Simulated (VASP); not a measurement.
# B3Rh (P-6m2) in VASP: single point with LDA

Aim: the single point of B3Rh with LDA.

All numbers are computed with VASP 6.6.1; they aren't measurements. Logs are shortened: lines on timing, memory, paths and dates and some standing lists are left out, and cuts for length are marked.

## Step 1: The cell of the first run

It takes space group P-6m2 (No. 187, hexagonal). The conventional cell has a = 2.908 Å, b = 2.908 Å, c = 4.597 Å, α = 90.00°, β = 90.00°, γ = 120.00°. B (site symmetry -6m2) has 6 B at 1.86 Å and 2 Rh at 2.30 Å within 2.5 Å. Within 2.1 Å of B (site symmetry 3m) lie 4 B at 1.59 to 1.86 Å. Within 3.0 Å of Rh (site symmetry -6m2) lie 8 B at 2.25 to 2.30 Å and 6 Rh at 2.91 Å.

## Step 2: Single point, LDA

INCAR

```
PREC = Accurate
ENCUT = 520
EDIFF = 1E-6
ISMEAR = 0
SIGMA = 0.1
LREAL = False
LASPH = True
NELM = 80
ALGO = Normal
ISIF = 2
LWAVE = False
LCHARG = False
NBANDS = 20
```

KPOINTS

```
regular mesh
0
Gamma
  18 18 10
```

POSCAR

```
B3Rh
1.0
    2.9076799734      0.0000000000      0.0000000000
   -1.4538399867      2.5181247230      0.0000000000
    0.0000000000      0.0000000000      4.5973938000
B Rh
3 1
Direct
    0.6666666667      0.3333333333      0.0000000000
    0.3333333333      0.6666666667      0.8272070000
    0.3333333333      0.6666666667      0.1727930000
    0.6666666667      0.3333333333      0.5000000000
```

Potentials or basis: VASP PAW LDA potentials, release 64 (B, Rh_pv).

Run with:

```
$ cat potpaw_LDA.64/B/POTCAR potpaw_LDA.64/Rh_pv/POTCAR > POTCAR
$ mpirun -np 1 vasp_std > vasp.out
```

OUTCAR:

```text
PREC = Accurate
   ENCUT = 520
   EDIFF = 1E-6
   ISMEAR = 0
   LREAL = False
   LASPH = True
   NELM = 80
   ISIF = 2

 ion  position               nearest neighbor table
   1  0.667  0.333  0.000-   2 1.86   3 1.86   2 1.86   3 1.86   2 1.86   3 1.86   4 2.30   4 2.30

   2  0.333  0.667  0.827-   3 1.59   1 1.86   1 1.86   1 1.86   4 2.25   4 2.25   4 2.25
   3  0.333  0.667  0.173-   2 1.59   1 1.86   1 1.86   1 1.86   4 2.25   4 2.25   4 2.25
   4  0.667  0.333  0.500-   2 2.25   3 2.25   2 2.25   3 2.25   2 2.25   3 2.25   1 2.30   1 2.30

  LATTYP: Found a hexagonal cell.
 ALAT       =     2.9076799734
 C/A-ratio  =     1.5811209769

  Lattice vectors:

 A1 = (   2.9076799734,   0.0000000000,   0.0000000000)
 A2 = (  -1.4538399867,   2.5181247230,   0.0000000000)
 A3 = (   0.0000000000,   0.0000000000,   4.5973938000)

Analysis of symmetry for initial positions (statically):
=====================================================================
 Subroutine PRICEL returns:
 Original cell was already a primitive cell.

 Routine SETGRP: Setting up the symmetry group for a
 hexagonal supercell.

 Subroutine GETGRP returns: Found 12 space group operations
 (whereof 12 operations were pure point group operations)
 out of a pool of 24 trial point group operations.

The static configuration has the point symmetry D_3h.

Analysis of symmetry for dynamics (positions and initial velocities):
=====================================================================
 Subroutine PRICEL returns:
 Original cell was already a primitive cell.

 Routine SETGRP: Setting up the symmetry group for a
 hexagonal supercell.

 Subroutine GETGRP returns: Found 12 space group operations
 (whereof 12 operations were pure point group operations)
 out of a pool of 24 trial point group operations.

The dynamic configuration has the point symmetry D_3h.

 Subroutine INISYM returns: Found 12 space group operations
 (whereof 12 operations are pure point group operations),
 and found     1 'primitive' translations

----------------------------------------------------------------------------------------

                                     Primitive cell

  volume of cell :      33.6617

  direct lattice vectors                    reciprocal lattice vectors
     2.907679973  0.000000000  0.000000000     0.343916803  0.198560459  0.000000000
    -1.453839987  2.518124723  0.000000000     0.000000000  0.397120917  0.000000000
     0.000000000  0.000000000  4.597393800     0.000000000  0.000000000  0.217514541

  length of vectors
     2.907679973  2.907679973  4.597393800     0.397120917  0.397120917  0.217514541

  position of ions in fractional coordinates (direct lattice)
     0.666666667  0.333333333  0.000000000
     0.333333333  0.666666667  0.827207000
     0.333333333  0.666666667  0.172793000
     0.666666667  0.333333333  0.500000000

  ion indices of the primitive-cell ions
   primitive index   ion index
                 1           1
                 2           2
                 3           3
                 4           4

----------------------------------------------------------------------------------------

 KPOINTS: regular mesh

Automatic generation of k-mesh.
 Grid dimensions read from file:
 generate k-points for:   18   18   10

 Generating k-lattice:

  Cartesian coordinates                     Fractional coordinates (reciprocal lattice)
     0.019106489  0.011031137  0.000000000     0.055555556 -0.000000000  0.000000000
     0.000000000  0.022062273  0.000000000     0.000000000  0.055555556  0.000000000
     0.000000000  0.000000000  0.021751454     0.000000000  0.000000000  0.100000000

  Length of vectors
     0.022062273  0.022062273  0.021751454

  Shift w.r.t. Gamma in fractional coordinates (k-lattice)
     0.000000000  0.000000000  0.000000000

 Subroutine IBZKPT returns following result:
 ===========================================

 Found    222 irreducible k-points:

 Following reciprocal coordinates:
            Coordinates               Weight
  0.000000  0.000000  0.000000      1.000000
  0.055556 -0.000000  0.000000      6.000000
  0.111111 -0.000000  0.000000      6.000000
  0.166667  0.000000  0.000000      6.000000
  0.222222 -0.000000  0.000000      6.000000
  0.277778  0.000000  0.000000      6.000000
[... 16 lines left out ...]
  0.333333  0.111111  0.000000     12.000000
  0.388889  0.111111  0.000000     12.000000
 [... further k-points ...]
   k-points           NKPTS =    222   k-points in BZ     NKDIM =    222   number of bands    NBANDS=     20
   number of dos      NEDOS =    301   number of ions     NIONS =      4
   total plane-waves  NPLWV =  20736
   dimension x,y,z NGX =    24 NGY =   24 NGZ =   36
   dimension x,y,z NGXF=    48 NGYF=   48 NGZF=   72
   ions per type =               3   1
   NGX,Y,Z   is equivalent  to a cutoff of  13.72, 13.72, 13.02 a.u.
   NGXF,Y,Z  is equivalent  to a cutoff of  27.44, 27.44, 26.04 a.u.
 SYSTEM =  unknown system
   PREC   = accura    normal or accurate (medium, high low for compatibility)
   ISTART =      0    job   : 0-new  1-cont  2-samecut
   ICHARG =      2    charge: 1-file 2-atom 10-const
   ISPIN  =      1    spin polarized calculation?
   LNONCOLLINEAR =      F non collinear calculations
   LSORBIT =      F    spin-orbit coupling
   LASPH  =      T    aspherical Exc in radial PAW
   ENCUT  =  520.0 eV  38.22 Ry    6.18 a.u.   5.41  5.41  8.55*2*pi/ulx,y,z
   NELM   =     80;   NELMIN=  2; NELMDL= -5     # of ELM steps
   EDIFF  = 0.1E-05   stopping-criterion for ELM
   LREAL  =      F    real-space projection
   EDIFFG = 0.1E-04   stopping-criterion for IOM
   NSW    =      0    number of steps for IOM
   IBRION =     -1    ionic relax: 0-MD 1-quasi-New 2-CG
   NFREE  =      0    steps in history (QN), initial steepest desc. (CG)
   ISIF   =      2    stress and relaxation
   ISYM   =      2    0-nonsym 1-usesym 2-fastsym
   POTIM  = 0.5000    time-step for ionic-motion
   TEBEG  =    0.0;   TEEND  =   0.0 temperature during run
   PSTRESS=    0.0 pullay stress
   NELECT =      24.0000    total number of electrons
   NUPDOWN=      -1.0000    fix difference up-down
   EMIN   =  10.00;   EMAX   =-10.00  energy-range for DOS
   EFERMI =   0.00;   METHOD = LEGACY
   ISMEAR =     0;   SIGMA  =   0.10  broadening in eV -4-tet -1-fermi 0-gaus
   EFERMI_NEDOS =   21; number of points for ismear=-14 and -15
   IALGO  =     38    algorithm
   IMIX   =      4    mixing-type and parameters
     AMIX     =   0.40;   BMIX     =  1.00
     AMIX_MAG =   1.60;   BMIX_MAG =  1.00
  volume/ion in A,a.u.               =       8.42        56.79
  Fermi-wavevector in a.u.,A,eV,Ry     =   1.462514  2.763751 29.102147  2.138947
  Thomas-Fermi vector in A             =   2.578718
   LORBIT       =      0    0 simple, 1 ext, 2 COOP (PROOUT), +10 PAW based schemes
   GGA     = CA    functional components
   LHFCALC =     F    Hartree Fock is set to
   AEXX    =    0.0000 exact exchange contribution
   IVDW    =     0    specifies the selected vdW correction
   LEPSILON=     F    determine dielectric tensor
   LRPA    =     F    only Hartree local field effects (RPA)
 non-spin polarized calculation
 Gauss-broadening in eV      SIGMA  =   0.10
  energy-cutoff  :      520.00
  volume of cell :       33.66
 maximum number of plane-waves:       935
 NGX is ok and might be reduce to    24
   NGX = 11   NGY = 11   NGZ = 17

 number of electron      24.0000007 magnetization

 Free energy of the ion-electron system (eV)
  ---------------------------------------------------
  ext. energy  EPLUGINS =         0.00000000
  ---------------------------------------------------
  free energy    TOTEN  =       -31.58834302 eV

  energy without entropy =      -31.58093451  energy(sigma->0) =      -31.58463877

 E-fermi :   9.4425     XC(G=0): -13.0941

 val. band max:        9.4424224414   @ k =   0.1667   0.0000   0.3000
 cond. band min:       9.4459854064   @ k =   0.3333   0.0000   0.5000
 fundamental gap:      0.0035629650
 Fermi energy:         9.4425100083

 k-point     1 :       0.0000    0.0000    0.0000
  band No.  band energies     occupation
      1     -37.7261      2.00000
      2     -37.1245      2.00000
      3     -37.1245      2.00000
      4      -5.5040      2.00000
      5       1.9555      2.00000
      6       1.9885      2.00000
[... 12 lines left out ...]
     19      17.8818      0.00000
     20      20.3138      0.00000

 k-point     2 :       0.0556   -0.0000    0.0000
  band No.  band energies     occupation
      1     -37.7250      2.00000
      2     -37.1327      2.00000
      3     -37.1265      2.00000
      4      -5.4474      2.00000
      5       2.0030      2.00000
      6       2.0313      2.00000
[... 12 lines left out ...]
     19      18.0498      0.00000
     20      20.3778      0.00000

 k-point     3 :       0.1111   -0.0000    0.0000
  band No.  band energies     occupation
      1     -37.7216      2.00000
      2     -37.1562      2.00000
      3     -37.1322      2.00000
      4      -5.2783      2.00000
      5       2.0457      2.00000
      6       2.2493      2.00000
[... 12 lines left out ...]
     19      18.4839      0.00000
     20      20.5480      0.00000

 k-point     4 :       0.1667    0.0000    0.0000
  band No.  band energies     occupation
      1     -37.7164      2.00000
      2     -37.1922      2.00000
      3     -37.1409      2.00000
      4      -4.9987      2.00000
      5       2.1140      2.00000
      6       2.5770      2.00000
[... 12 lines left out ...]
     19      18.9375      0.00000
     20      20.8204      0.00000

 k-point     5 :       0.2222   -0.0000    0.0000
  band No.  band energies     occupation
      1     -37.7101      2.00000
      2     -37.2360      2.00000
      3     -37.1517      2.00000
      4      -4.6116      2.00000
      5       2.2034      2.00000
      6       2.9424      2.00000
[... 12 lines left out ...]
     19      18.9786      0.00000
     20      21.3282      0.00000

 k-point     6 :       0.2778    0.0000    0.0000
  band No.  band energies     occupation
      1     -37.7033      2.00000
      2     -37.2824      2.00000
      3     -37.1630      2.00000
      4      -4.1219      2.00000
      5       2.3068      2.00000
      6       3.0283      2.00000
[... 12 lines left out ...]
     19      19.8370      0.00000
     20      22.0694      0.00000

 k-point     7 :       0.3333    0.0000    0.0000
  band No.  band energies     occupation
      1     -37.6970      2.00000
      2     -37.3257      2.00000
      3     -37.1737      2.00000
      4      -3.5372      2.00000
      5       2.0595      2.00000
      6       2.4137      2.00000
[... 12 lines left out ...]
     19      20.4151      0.00000
     20      22.6736      0.00000
[... 277 lines left out ...]
 k-point    20 :       0.1667    0.1111    0.0000
  band No.  band energies     occupation
      1     -37.7076      2.00000
      2     -37.2472      2.00000
      3     -37.1617      2.00000
      4      -4.4470      2.00000
      5       2.2470      2.00000
      6       3.1170      2.00000
[... 12 lines left out ...]
     19      19.1948      0.00000
     20      21.7678      0.00000

 k-point    21 :       0.2222    0.1111    0.0000
  band No.  band energies     occupation
      1     -37.7013      2.00000
      2     -37.2874      2.00000
      3     -37.1759      2.00000
      4      -3.9598      2.00000
      5       2.3571      2.00000
      6       3.0661      2.00000
[... 12 lines left out ...]
     19      19.2400      0.00000
     20      21.6702      0.00000

 k-point    22 :       0.2778    0.1111    0.0000
  band No.  band energies     occupation
      1     -37.6953      2.00000
      2     -37.3248      2.00000
      3     -37.1892      2.00000
      4      -3.3783      2.00000
      5       2.1197      2.00000
      6       2.4770      2.00000
[... 12 lines left out ...]
     19      19.7351      0.00000
     20      21.4925      0.00000

 k-point    23 :       0.3333    0.1111    0.0000
  band No.  band energies     occupation
      1     -37.6904      2.00000
      2     -37.3551      2.00000
      3     -37.2001      2.00000
      4      -2.7190      2.00000
      5       1.1469      2.00000
      6       2.5914      2.00000
[... 12 lines left out ...]
     19      19.6974      0.00000
     20      22.0151      0.00000

 k-point    24 :       0.3889    0.1111    0.0000
  band No.  band energies     occupation
      1     -37.6872      2.00000
      2     -37.3749      2.00000
      3     -37.2072      2.00000
      4      -2.0341      2.00000
      5       0.2589      2.00000
      6       2.6775      2.00000
[... 12 lines left out ...]
     19      19.4793      0.00000
     20      22.6153      0.00000

 [... further k-points ...]
[... 5 lines left out ...]
  --------------------------------------------------------------------------------------
  -------------------------------------------------------------------------------------
  Total       -2.1649749     -2.1649749     -2.7181364      0.0000000      0.0000000     -0.0000000
  in kB     -103.0452319   -103.0452319   -129.3737852      0.0000000      0.0000000     -0.0000000
  external PRESSURE =    -111.8214163 kB  Pullay stress =       0.0000000 kB

 VOLUME and BASIS-vectors are now :
 -----------------------------------------------------------------------------
  energy-cutoff  :      520.00
  volume of cell :       33.66
      direct lattice vectors                 reciprocal lattice vectors
     2.907679973  0.000000000  0.000000000     0.343916803  0.198560459  0.000000000
    -1.453839987  2.518124723  0.000000000     0.000000000  0.397120917  0.000000000
     0.000000000  0.000000000  4.597393800     0.000000000  0.000000000  0.217514541

 POSITION                                       TOTAL-FORCE (eV/Angst)
 -----------------------------------------------------------------------------------
      1.45384      0.83937      0.00000        -0.000000     -0.000000      0.000000
     -0.00000      1.67875      3.80300        -0.000000      0.000000     -0.032337
     -0.00000      1.67875      0.79440        -0.000000      0.000000      0.032337
      1.45384      0.83937      2.29870         0.000000      0.000000      0.000000
 -----------------------------------------------------------------------------------
    total drift:                               -0.000000      0.000000      0.000000

  FREE ENERGIE OF THE ION-ELECTRON SYSTEM (eV)
  ---------------------------------------------------
  free  energy   TOTEN  =       -31.5883430209 eV

  energy  without entropy=      -31.5809345146  energy(sigma->0) =      -31.58463877
```

It took 2 min on 1 thread of AMD EPYC 7R43 (Zen 3), shared host; peak memory 0.21 GiB.

Results:

- Free energy: -31.5883 eV
- Pressure: -11.2 GPa
- Largest force: 0.032 eV/Å
- Band gap on the k mesh: zero (band 12 reaches 10.25 eV, above the bottom of band 13 at 8.56 eV)

Forces in eV/Å, atoms in the order of the input:
```
B    0.000  0.000  0.000
B    0.000  0.000 -0.032
B    0.000  0.000  0.032
Rh   0.000  0.000  0.000
```

Levels at points of the mesh, in eV from the Fermi level:
| k point | band 10 | band 11 | band 12 | band 13 | band 14 | band 15 |
| --- | --- | --- | --- | --- | --- | --- |
| (0.00, 0.00, 0.00) | -2.45 | -2.45 | -0.20 | -0.20 | 5.73 | 6.72 |
| (0.50, 0.00, 0.00) | -3.40 | -2.45 | -0.49 | -0.26 | 4.22 | 5.33 |
| (0.00, 0.00, 0.50) | -3.24 | -1.76 | 0.81 | 0.81 | 5.86 | 6.27 |
| (0.50, 0.00, 0.50) | -3.49 | -0.59 | -0.17 | 1.17 | 3.73 | 4.23 |
